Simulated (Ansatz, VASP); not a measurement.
Two plane-wave programs on Ti2SnTe3

```
Ti Sn Te
1.0
     4.15452    0.00000    0.00000
     0.00000    4.15452    0.00000
     0.00000    0.00000    9.16526
Ti Sn Te
2 1 3
Direct
  0.50000 0.00000 0.73919
  0.00000 0.50000 0.26081
  0.50000 0.50000 0.00000
  0.50000 0.00000 0.38377
  0.00000 0.50000 0.61623
  0.00000 0.00000 0.00000
```

Change from the starting cell: species swapped into the Zr2Sb3Pd type (P-4m2, No. 115).

Alike in both runs: task single point; functional PBE; k mesh 4 × 4 × 2; occupations gaussian, width 0.1 eV; no spin polarisation.

|  | VASP | Ansatz |
| --- | --- | --- |
| version | VASP 6.6.1 | Ansatz 0.2.0 |
| potentials or method | VASP PAW PBE potentials, release 64 (Ti_sv, Sn_d, Te), cutoff 520 eV | scalar-relativistic, plane waves, PAW |
| valence electrons in the cell | 56 | 86 |

```tsv
	VASP	Ansatz	Ansatz less VASP
gap on the k mesh at the Fermi level (eV)	none	none	-
pressure (GPa)	-5.3	-5.3	-0.01
traceless stress, the component that is largest in VASP (GPa)	-4.52	-4.52	-0.002
rms of the force components (eV/Å)	0.153	0.156	+0.0024
```

Atom by atom the forces differ by 0.003 eV/Å (rms over components). A gap of «none» marks a metal or a gap that the smearing closes. VASP's potentials hold 56 valence electrons a cell and Ansatz's 86, so a difference there can come from the potentials and not from the codes.

The k mesh is coarse, so the values compare programs but aren't converged. Spin-orbit coupling is off throughout.
